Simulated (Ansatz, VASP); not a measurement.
## One calculation of Be2ZnTe2O, two programs

```
Be Zn Te O
1.0
    -2.36806    2.36806    5.53471
     2.36806   -2.36806    5.53471
     2.36806    2.36806   -5.53471
Be Zn Te O
2 1 2 1
Cartesian
  0.0000 0.0000 1.4334
  0.0000 0.0000 9.6360
  0.0000 0.0000 5.5347
  2.3681 0.0000 2.7674
  0.0000 2.3681 2.7674
  0.0000 0.0000 0.0000
```

Change from the starting cell: species swapped into the CeB2Rh2C type (I4/mmm, No. 139).

Alike in both runs: functional PBE; k mesh 12 × 12 × 12; occupations gaussian, width 0.1 eV; no spin polarisation.

Ansatz relaxed the structure, and its values are those at the end. VASP's run is a single point on that final structure, the one shown.

|  | VASP | Ansatz |
| --- | --- | --- |
| version | VASP 6.6.1 | Ansatz 0.2.0 |
| potentials or method | VASP PAW PBE potentials, release 64 (Be, Zn, Te, O), cutoff 520 eV | scalar-relativistic, plane waves, PAW |
| valence electrons in the cell | 34 | 54 |

Ansatz gave:

| Quantity | Value |
| --- | --- |
| gap on the k mesh at the Fermi level (eV) | none |
| pressure (GPa) | 0.0 |
| rms of the force components (eV/Å) | 0.003 |

Question: Which values does VASP return?

Answer: gap on the k mesh at the Fermi level (eV): none; pressure (GPa): 0.0; rms of the force components (eV/Å): 0.011.

A gap of «none» marks a metal or a gap that the smearing closes. VASP's potentials hold 34 valence electrons a cell and Ansatz's 54, so a difference there can come from the potentials and not from the codes.

Neither program's run includes spin-orbit coupling.
